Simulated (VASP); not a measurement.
# Hg (R-3m) in VASP: further runs

Hg is run at these levels: PBEsol; tasks: single point.

All numbers are computed with VASP 6.6.1; they aren't measurements. Logs are shortened: lines on timing, memory, paths and dates and some standing lists are left out, and cuts for length are marked.

## 1. The cell of the first run

Symmetry: R-3m, No. 166, trigonal system. The conventional cell has a = 3.545 Å, b = 3.545 Å, c = 6.586 Å, α = 90.00°, β = 90.00°, γ = 120.00°. Hg (site symmetry -3m) has 12 Hg at 3.00 to 3.54 Å within 4.0 Å.

## 2. Single point, PBEsol (23.89 Å³/atom)

Contents of INCAR:

```
  PREC = Accurate
  ENCUT = 520
  EDIFF = 1E-7
  ISMEAR = -1
  SIGMA = 0.1
  LREAL = False
  LASPH = True
  NELM = 100
  ALGO = Normal
  ISIF = 2
  LWAVE = False
  LCHARG = False
  GGA = PS
  NBANDS = 12
```

Contents of KPOINTS:

```
Automatic mesh
0
Gamma
  18 18 18
```

Contents of POSCAR:

```
Hg
1.0
    1.7724297377      1.0233127862      2.1954838398
   -1.7724297377      1.0233127862      2.1954838398
    0.0000000000     -2.0466255724      2.1954838398
Hg
1
Direct
    0.0000000000      1.0000000000      1.0000000000
```

Potentials or basis: VASP PAW PBE potentials, release 64 (Hg).

Command:

```bash
$ cat potpaw_PBE.64/Hg/POTCAR > POTCAR
$ mpirun -np 1 vasp_std > vasp.out
```

OUTCAR:

```text
PREC = Accurate
   ENCUT = 520
   EDIFF = 1E-7
   ISMEAR = -1
   LREAL = False
   LASPH = True
   NELM = 100
   ISIF = 2
   GGA = PS

 ion  position               nearest neighbor table
   1  0.000  0.000  0.000-

  LATTYP: Found a trigonal (rhomboedric) cell.
 ALAT       =     3.0014705603
 COS(alpha) =     0.3025712027

  Lattice vectors:

 A1 = (   1.7724297377,   1.0233127862,   2.1954838398)
 A2 = (  -1.7724297377,   1.0233127862,   2.1954838398)
 A3 = (   0.0000000000,  -2.0466255724,   2.1954838398)

Analysis of symmetry for initial positions (statically):
=====================================================================
 Subroutine PRICEL returns:
 Original cell was already a primitive cell.

 Routine SETGRP: Setting up the symmetry group for a
 trigonal (rhombohedral) supercell.

 Subroutine GETGRP returns: Found 12 space group operations
 (whereof 12 operations were pure point group operations)
 out of a pool of 12 trial point group operations.

The static configuration has the point symmetry D_3d.

Analysis of symmetry for dynamics (positions and initial velocities):
=====================================================================
 Subroutine PRICEL returns:
 Original cell was already a primitive cell.

 Routine SETGRP: Setting up the symmetry group for a
 trigonal (rhombohedral) supercell.

 Subroutine GETGRP returns: Found 12 space group operations
 (whereof 12 operations were pure point group operations)
 out of a pool of 12 trial point group operations.

The dynamic configuration has the point symmetry D_3d.

 Subroutine INISYM returns: Found 12 space group operations
 (whereof 12 operations are pure point group operations),
 and found     1 'primitive' translations

----------------------------------------------------------------------------------------

                                     Primitive cell

  volume of cell :      23.8924

  direct lattice vectors                    reciprocal lattice vectors
     1.772429738  1.023312786  2.195483840     0.282098630  0.162869720  0.151826822
    -1.772429738  1.023312786  2.195483840    -0.282098630  0.162869720  0.151826822
     0.000000000 -2.046625572  2.195483840     0.000000000 -0.325739439  0.151826822

  length of vectors
     3.001470560  3.001470560  3.001470560     0.359384983  0.359384983  0.359384983

  position of ions in fractional coordinates (direct lattice)
     0.000000000  0.000000000  0.000000000

  ion indices of the primitive-cell ions
   primitive index   ion index
                 1           1

----------------------------------------------------------------------------------------

 KPOINTS: Automatic mesh

Automatic generation of k-mesh.
 Grid dimensions read from file:
 generate k-points for:   18   18   18

 Generating k-lattice:

  Cartesian coordinates                     Fractional coordinates (reciprocal lattice)
     0.015672146  0.009048318  0.008434823     0.055555556 -0.000000000  0.000000000
    -0.015672146  0.009048318  0.008434823    -0.000000000  0.055555556  0.000000000
     0.000000000 -0.018096636  0.008434823     0.000000000  0.000000000  0.055555556

  Length of vectors
     0.019965832  0.019965832  0.019965832

  Shift w.r.t. Gamma in fractional coordinates (k-lattice)
     0.000000000  0.000000000  0.000000000

 Subroutine IBZKPT returns following result:
 ===========================================

 Found    580 irreducible k-points:

 Following reciprocal coordinates:
            Coordinates               Weight
  0.000000  0.000000  0.000000      1.000000
  0.055556 -0.000000  0.000000      6.000000
  0.111111 -0.000000  0.000000      6.000000
  0.166667 -0.000000  0.000000      6.000000
  0.222222  0.000000  0.000000      6.000000
  0.277778 -0.000000  0.000000      6.000000
[... 16 lines left out ...]
 -0.277778  0.055556 -0.000000     12.000000
 -0.222222  0.055556 -0.000000     12.000000
 [... further k-points ...]
   k-points           NKPTS =    580   k-points in BZ     NKDIM =    580   number of bands    NBANDS=     12
   number of dos      NEDOS =    301   number of ions     NIONS =      1
   total plane-waves  NPLWV =  13824
   dimension x,y,z NGX =    24 NGY =   24 NGZ =   24
   dimension x,y,z NGXF=    48 NGYF=   48 NGZF=   48
   ions per type =               1
   NGX,Y,Z   is equivalent  to a cutoff of  13.29, 13.29, 13.29 a.u.
   NGXF,Y,Z  is equivalent  to a cutoff of  26.59, 26.59, 26.59 a.u.
 SYSTEM =  unknown system
   PREC   = accura    normal or accurate (medium, high low for compatibility)
   ISTART =      0    job   : 0-new  1-cont  2-samecut
   ICHARG =      2    charge: 1-file 2-atom 10-const
   ISPIN  =      1    spin polarized calculation?
   LNONCOLLINEAR =      F non collinear calculations
   LSORBIT =      F    spin-orbit coupling
   LASPH  =      T    aspherical Exc in radial PAW
   ENCUT  =  520.0 eV  38.22 Ry    6.18 a.u.   5.58  5.58  5.58*2*pi/ulx,y,z
   NELM   =    100;   NELMIN=  2; NELMDL= -5     # of ELM steps
   EDIFF  = 0.1E-06   stopping-criterion for ELM
   LREAL  =      F    real-space projection
   EDIFFG = 0.1E-05   stopping-criterion for IOM
   NSW    =      0    number of steps for IOM
   IBRION =     -1    ionic relax: 0-MD 1-quasi-New 2-CG
   NFREE  =      0    steps in history (QN), initial steepest desc. (CG)
   ISIF   =      2    stress and relaxation
   ISYM   =      2    0-nonsym 1-usesym 2-fastsym
   POTIM  = 0.5000    time-step for ionic-motion
   TEBEG  =    0.0;   TEEND  =   0.0 temperature during run
   PSTRESS=    0.0 pullay stress
   NELECT =      12.0000    total number of electrons
   NUPDOWN=      -1.0000    fix difference up-down
   EMIN   =  10.00;   EMAX   =-10.00  energy-range for DOS
   EFERMI =   0.00;   METHOD = LEGACY
   ISMEAR =    -1;   SIGMA  =   0.10  broadening in eV -4-tet -1-fermi 0-gaus
   EFERMI_NEDOS =   21; number of points for ismear=-14 and -15
   IALGO  =     38    algorithm
   IMIX   =      4    mixing-type and parameters
     AMIX     =   0.40;   BMIX     =  1.00
     AMIX_MAG =   1.60;   BMIX_MAG =  1.00
  volume/ion in A,a.u.               =      23.89       161.23
  Fermi-wavevector in a.u.,A,eV,Ry     =   1.301315  2.459128 23.040370  1.693419
  Thomas-Fermi vector in A             =   2.432456
   LORBIT       =      0    0 simple, 1 ext, 2 COOP (PROOUT), +10 PAW based schemes
   GGA     = PS    functional components
   LHFCALC =     F    Hartree Fock is set to
   AEXX    =    0.0000 exact exchange contribution
   IVDW    =     0    specifies the selected vdW correction
   LEPSILON=     F    determine dielectric tensor
   LRPA    =     F    only Hartree local field effects (RPA)
 non-spin polarized calculation
  energy-cutoff  :      520.00
  volume of cell :       23.89
 maximum number of plane-waves:       665
   NGX = 11   NGY = 11   NGZ = 11

 number of electron      12.0000000 magnetization

 Free energy of the ion-electron system (eV)
  ---------------------------------------------------
  ext. energy  EPLUGINS =         0.00000000
  ---------------------------------------------------
  free energy    TOTEN  =        -0.56536126 eV

  energy without entropy =       -0.55542337  energy(sigma->0) =       -0.56039231

 E-fermi :   2.5406     XC(G=0): -10.9516

 val. band max:        2.5331593447   @ k =  -0.2222   0.4444   0.0556
 cond. band min:       2.5489487293   @ k =  -0.1111   0.4444   0.1111
 fundamental gap:      0.0157893846
 Fermi energy:         2.5405870479

 k-point     1 :       0.0000    0.0000    0.0000
  band No.  band energies     occupation
      1      -6.6365      2.00000
      2      -5.2423      2.00000
      3      -5.2423      2.00000
      4      -3.7623      2.00000
      5      -3.6564      2.00000
      6      -3.6564      2.00000
      7      14.3629      0.00000
      8      14.6486      0.00000
      9      14.6486      0.00000
     10      18.9468      0.00000
     11      20.3180      0.00000
     12      20.3180      0.00000

 k-point     2 :       0.0556   -0.0000    0.0000
  band No.  band energies     occupation
      1      -6.5685      2.00000
      2      -5.2376      2.00000
      3      -5.2185      2.00000
      4      -3.7637      2.00000
      5      -3.6678      2.00000
      6      -3.6598      2.00000
      7      13.8001      0.00000
      8      14.4741      0.00000
      9      14.6970      0.00000
     10      19.3129      0.00000
     11      20.2916      0.00000
     12      20.7541      0.00000

 k-point     3 :       0.1111   -0.0000    0.0000
  band No.  band energies     occupation
      1      -6.3772      2.00000
      2      -5.2255      2.00000
      3      -5.1384      2.00000
      4      -3.7649      2.00000
      5      -3.6987      2.00000
      6      -3.6686      2.00000
      7      12.1973      0.00000
      8      14.5873      0.00000
      9      14.8281      0.00000
     10      19.6378      0.00000
     11      20.2208      0.00000
     12      22.0062      0.00000
[... 286 lines left out ...]
 k-point    23 :      -0.2778    0.0556   -0.0000
  band No.  band energies     occupation
      1      -5.6776      2.00000
      2      -5.1842      2.00000
      3      -4.0075      2.00000
      4      -3.7703      2.00000
      5      -3.7480      2.00000
      6      -3.4821      2.00000
      7       6.3848      0.00000
      8      13.4791      0.00000
      9      15.5713      0.00000
     10      19.7686      0.00000
     11      21.2220      0.00000
     12      21.7657      0.00000

 k-point    24 :      -0.2222    0.0556   -0.0000
  band No.  band energies     occupation
      1      -5.7779      2.00000
      2      -5.1846      2.00000
      3      -4.5699      2.00000
      4      -3.7749      2.00000
      5      -3.7465      2.00000
      6      -3.5944      2.00000
      7       8.1591      0.00000
      8      13.4235      0.00000
      9      15.5124      0.00000
     10      19.6388      0.00000
     11      21.5698      0.00000
     12      21.6877      0.00000

 [... further k-points ...]

------------------------ aborting loop because EDIFF is reached ----------------------------------------

  FORCE on cell =-STRESS in cart. coord.  units (eV):
  Direction    XX          YY          ZZ          XY          YZ          ZX
  --------------------------------------------------------------------------------------
  -------------------------------------------------------------------------------------
  Total        0.0602559      0.0602559      0.0592187      0.0000000      0.0000000      0.0000000
  in kB        4.0406484      4.0406484      3.9710943      0.0000000      0.0000000      0.0000000
  external PRESSURE =       4.0174637 kB  Pullay stress =       0.0000000 kB

 VOLUME and BASIS-vectors are now :
 -----------------------------------------------------------------------------
  energy-cutoff  :      520.00
  volume of cell :       23.89
      direct lattice vectors                 reciprocal lattice vectors
     1.772429738  1.023312786  2.195483840     0.282098630  0.162869720  0.151826822
    -1.772429738  1.023312786  2.195483840    -0.282098630  0.162869720  0.151826822
     0.000000000 -2.046625572  2.195483840     0.000000000 -0.325739439  0.151826822

 POSITION                                       TOTAL-FORCE (eV/Angst)
 -----------------------------------------------------------------------------------
      0.00000      0.00000      0.00000         0.000000      0.000000      0.000000
 -----------------------------------------------------------------------------------
    total drift:                                0.000000     -0.000000     -0.000000

  FREE ENERGIE OF THE ION-ELECTRON SYSTEM (eV)
  ---------------------------------------------------
  free  energy   TOTEN  =        -0.5653612594 eV

  energy  without entropy=       -0.5554233692  energy(sigma->0) =       -0.56039231
```

Wall time 34 s (1 thread of Intel Xeon 6975P-C (Granite Rapids), shared host); peak memory 0.27 GiB.

Results:

| Property | Result |
| --- | --- |
| Free energy | -0.5654 eV |
| Pressure | 0.4 GPa |
| Band gap on the k mesh | zero (bands 6 and 7 overlap by 3.34 eV) |

Levels at points of the mesh, in eV from the Fermi level:
| k point | band 4 | band 5 | band 6 | band 7 | band 8 | band 9 |
| --- | --- | --- | --- | --- | --- | --- |
| (0.00, 0.00, 0.00) | -6.30 | -6.20 | -6.20 | 11.82 | 12.11 | 12.11 |
| (0.50, 0.00, 0.00) | -6.32 | -5.99 | -2.34 | -2.05 | 12.26 | 12.50 |
| (0.50, 0.50, 0.00) | -6.05 | -5.42 | -0.11 | 0.69 | 4.27 | 9.53 |
| (0.50, 0.50, 0.50) | -5.50 | -5.50 | 0.13 | 1.67 | 8.69 | 8.69 |

Caveat: the PAW data sets were made with another functional, which shifts forces and pressure a little; spin-orbit coupling is left out, which moves the levels of the heavy elements.

## 3. Single point, PBEsol (24.85 Å³/atom)

This run uses another cell than the first one, of 24.85 Å³/atom.

Contents of INCAR:

```
PREC = Accurate
ENCUT = 520
EDIFF = 1E-7
ISMEAR = -1
SIGMA = 0.1
LREAL = F
LASPH = T
NELM = 60
ALGO = Normal
ISIF = 2
LWAVE = F
LCHARG = F
GGA = PS
NBANDS = 12
```

Contents of KPOINTS:

```
regular mesh
0
Gamma
  18 18 18
```

Contents of POSCAR:

```
Hg
1.0
    1.7957538564      1.0367789724      2.2243750982
   -1.7957538564      1.0367789724      2.2243750982
    0.0000000000     -2.0735579448      2.2243750982
Hg
1
Direct
    0.0000000000      1.0000000000      1.0000000000
```

Potentials or basis: VASP PAW PBE potentials, release 64 (Hg).

Command:

```bash
$ cat potpaw_PBE.64/Hg/POTCAR > POTCAR
$ mpirun -np 1 vasp_std > vasp.out
```

Run time: 36 s. Hardware: 1 thread of Intel Xeon 6975P-C (Granite Rapids), shared host; peak memory 0.27 GiB.

The run converged. Its results:

```yaml
Free_energy: -0.5636 eV
Pressure: -1.1 GPa
Band_gap_on_the_k_mesh: zero (bands 6 and 7 overlap by 3.18 eV)
```

Stress tensor (GPa, compression positive):
```
-0.88  0.00  0.00
 0.00 -0.88  0.00
 0.00  0.00 -1.49
```

Levels at points of the mesh, in eV from the Fermi level:
| k point | band 3 | band 4 | band 5 | band 6 | band 7 | band 8 | band 9 | band 10 |
| --- | --- | --- | --- | --- | --- | --- | --- | --- |
| (0.00, 0.00, 0.00) | -7.60 | -6.22 | -6.13 | -6.13 | 11.69 | 11.84 | 11.84 | 16.00 |
| (0.50, 0.00, 0.00) | -6.28 | -6.24 | -5.93 | -2.40 | -1.86 | 12.07 | 12.23 | 16.76 |
| (0.50, 0.50, 0.00) | -6.14 | -5.99 | -5.41 | 0.01 | 0.52 | 4.25 | 9.31 | 10.28 |
| (0.50, 0.50, 0.50) | -7.18 | -5.49 | -5.49 | 0.23 | 1.48 | 8.49 | 8.49 | 10.60 |

Caveat: the PAW data sets were made with another functional, which shifts forces and pressure a little; spin-orbit coupling is left out, which moves the levels of the heavy elements.
